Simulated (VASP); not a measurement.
Here is a VASP 6.6.1 calculation.

File POSCAR:

```
LiF
1.0
    0.0000000000      1.9948691814      1.9948691814
    1.9948691814      0.0000000000      1.9948691814
    1.9948691814      1.9948691814      0.0000000000
Li F
1 1
Direct
    0.0000000000      0.0000000000      0.0000000000
    0.5000000000      0.5000000000      0.5000000000
```

The input INCAR.step1:

```
  ALGO = Normal
  EDIFF = 1E-8
  ENCUT = 500
  GGA = CA
  ISMEAR = 0
  LASPH = T
  LCHARG = F
  LREAL = F
  LWAVE = T
  NELM = 80
  PREC = Accurate
  SIGMA = 0.01
```

Contents of INCAR.step2:

```
  ALGO = Exact
  EDIFF = 1E-8
  ENCUT = 500
  GGA = CA
  ISMEAR = 0
  ISTART = 1
  LASPH = T
  LCHARG = F
  LOPTICS = T
  LREAL = F
  LWAVE = T
  NBANDS = 64
  NELM = 1
  PREC = Accurate
  SIGMA = 0.01
```

File INCAR.step3:

```
  ALGO = EVGW0
  EDIFF = 1E-8
  ENCUT = 500
  ENCUTGW = 80.0
  GGA = CA
  ISMEAR = 0
  ISTART = 1
  LASPH = T
  LCHARG = F
  LREAL = F
  LWAVE = F
  NBANDS = 64
  NBANDSGW = 12
  NELMGW = 1
  NOMEGA = 48
  PREC = Accurate
  PRECFOCK = Fast
  SIGMA = 0.01
```

The input KPOINTS:

```
k-points
0
Gamma
  4 4 4
```

Potentials or basis: VASP PAW LDA potentials, release 64 (Li_GW, F_GW).

Launch:

```bash
$ cat potpaw_LDA.64/Li_GW/POTCAR potpaw_LDA.64/F_GW/POTCAR > POTCAR
$ cp INCAR.step1 INCAR
$ mpirun -np 1 vasp_std > vasp.out
$ cp INCAR.step2 INCAR
$ mpirun -np 1 vasp_std > vasp.out
$ cp INCAR.step3 INCAR
$ mpirun -np 1 vasp_std > vasp.out
```

Q: Estimate the quasiparticle gap.

A: 13.55 eV.

Q: Estimate the least direct quasiparticle gap.

A: 13.55 eV.

Q: Predict the band gap on the k mesh, mean-field level.

A: 9.08 eV, direct.

Caveat: the k points lie up to 0.68 Å⁻¹ apart; bands, screening cutoff and mesh are small and nothing is extrapolated, so the quasiparticle values aren't converged.
